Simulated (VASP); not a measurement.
SiB5, 6 atoms in the cell. The structure is tetragonal, space group P4/mmm (No. 123). The conventional cell has a = 3.360 Å, b = 3.360 Å, c = 5.150 Å, α = 90.00°, β = 90.00°, γ = 90.00°. Within 2.4 Å of Si (site symmetry 4/mmm) lie 6 B at 1.83 to 2.38 Å. B (site symmetry 4mm) has 1 B at 1.50 Å and 1 Si at 1.83 Å within 2.0 Å. B (site symmetry 4/mmm) has 2 B at 1.72 Å within 2.3 Å. B (site symmetry 4mm) has 2 B at 1.72 Å within 2.3 Å. 

```yaml
Program: VASP 6.6.1
Task: single point
Functional: PBE
Potentials_or_basis: VASP PAW PBE potentials, release 64 (Si, B)
Cutoff: 500 eV
k_mesh: 4 × 4 × 4
Occupations: gaussian, width 0.2 eV
Spin: no spin polarisation
Dipole_correction: no
Further_INCAR_settings: ALGO = Normal; EDIFF = 1e-06; NBANDS = 18
```

Potentials or basis: VASP PAW PBE potentials, release 64 (Si, B).

Launch:

```bash
$ cat potpaw_PBE.64/Si/POTCAR potpaw_PBE.64/B/POTCAR > POTCAR
$ mpirun -np 1 vasp_std > vasp.out
```

Hardware: 1 thread of Intel(R) Xeon(R) 6975P-C (Granite Rapids), on a shared host.

Q: Estimate the wall time of this run.

A: Run time: 11 s on 1 thread of Intel(R) Xeon(R) 6975P-C (Granite Rapids) (shared host), peak memory 0.17 GiB. Counts: scf iterations 13, k points 18.
